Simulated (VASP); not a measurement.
The system is Zn.

```
Zn
1.0
    -2.42568    2.42568    1.32325
     2.42568   -2.42568    1.32325
     2.42568    2.42568   -1.32325
Zn
2
Direct
  0.00000 0.00000 0.00000
  0.75000 0.25000 0.50000
```

| Item | Value |
| --- | --- |
| Program | VASP 6.6.1 |
| Task | relaxation of cell and atoms |
| Functional | PBEsol |
| Potentials or basis | VASP PAW PBE potentials, release 64 (Zn) |
| Cutoff | 600 eV |
| k mesh | 24 × 24 × 24 |
| Occupations | gaussian, width 0.1 eV |
| Spin | no spin polarisation |

At the start: pressure 3.4 GPa; volume 15.57 Å³/atom.

Task: How do energy, volume and symmetry change on relaxing?

Result: Over 14 steps the energy falls by 27.9 meV/atom and the volume is 16.18 Å³/atom (+3.9 %); space group I4_1/amd (No. 141, to 0.1 Å) before and after.

Step by step:
```csv
step,energy change (eV),largest force (eV/Å),pressure (GPa),volume (Å³)
1,0.0000,0.0000,3.35,31.14
2,-0.0283,0.0000,-0.40,32.63
3,-0.0297,0.0000,-1.40,33.05
4,-0.0452,0.0000,-0.98,32.79
5,-0.0393,0.0000,1.56,31.91
6,-0.0547,0.0000,-0.36,32.49
7,-0.0558,0.0000,-0.26,32.38
8,-0.0558,0.0000,-0.15,32.34
9,-0.0558,0.0000,0.13,32.36
10,-0.0557,0.0000,-0.31,32.44
11,-0.0558,0.0000,-0.35,32.38
12,-0.0558,0.0000,-0.22,32.36
13,-0.0558,0.0000,-0.14,32.36
14,-0.0558,0.0000,-0.06,32.36
```

Final structure:
```
CELL_PARAMETERS angstrom
-2.54578 2.54578 1.24814
2.54578 -2.54578 1.24814
2.54578 2.54578 -1.24814
ATOMIC_POSITIONS crystal
Zn 0.00000 0.00000 0.00000
Zn 0.75000 0.25000 0.50000
```

Caveat: the PAW data sets were made with another functional, which shifts forces and pressure a little.
